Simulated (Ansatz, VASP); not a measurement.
Two plane-wave programs on Cd

File INCAR:

```
ALGO = Normal
EDIFF = 1E-6
ENCUT = 630
GGA = PE
GGA_COMPAT = F
ISIF = 2
ISMEAR = -1
LASPH = T
LCHARG = T
LELF = T
LREAL = F
LVHAR = T
LWAVE = F
NBANDS = 27
NELM = 120
PREC = Accurate
SIGMA = 0.1
```

Contents of KPOINTS:

```
k-points
0
Gamma
  14 14 14
```

File POSCAR:

```
Cd
1.0
   -2.2368691420      2.2368691420      1.1627869747
    2.2368691420     -2.2368691420      1.1627869747
    2.2368691420      2.2368691420     -1.1627869747
Cd
2
Direct
   -0.3750000000     -0.1250000000     -0.2500000000
    0.3750000000      0.1250000000      0.2500000000
```

Input for Ansatz:

```yaml
crystal:
  lattice:
    - [-2.236869142, 2.236869142, 1.1627869747]
    - [2.236869142, -2.236869142, 1.1627869747]
    - [2.236869142, 2.236869142, -1.1627869747]
  atoms:
    - { symbol: Cd, position: [-0.375, -0.125, -0.25] }
    - { symbol: Cd, position: [0.375, 0.125, 0.25] }
kpoints:
  mp_grid: { grid: [14, 14, 14] }
scf:
  occupations: { method: fermi_dirac, width: 0.1 }
hamiltonian:
  xc: pbe
  pseudopotentials: { kind: paw }
output:
  forces: true
  stress: true
  eigenvalues: true
  populations: true
```

Change from the starting cell: volume scaled by 0.45, PAW files.

Alike in both runs: task single point; functional PBE; k mesh 14 × 14 × 14; occupations fermi-dirac, width 0.1 eV; no spin polarisation.

|  | VASP | Ansatz |
| --- | --- | --- |
| version | VASP 6.6.1 | Ansatz 0.2.0 |
| potentials or method | VASP PAW PBE potentials, release 64 (Cd_sv_GW) | PAW with Ansatz's default frozen-core files, scalar-relativistic |
| plane-wave cutoff (eV) | 630 | 420 |
| valence electrons in the cell | 40 | 40 |

```tsv
	VASP	Ansatz	Ansatz less VASP
pressure (GPa)	234.1	234.1	+0.01
traceless stress, the component that is largest in VASP (GPa)	-0.17	-0.22	-0.048
```

Both programs put the cell under a high pressure, so it lies far from rest at this level. With one functional, cell and mesh, what is left measures potentials, basis and numerics.

Noted on VASP's run: the cell as given lies far from equilibrium.
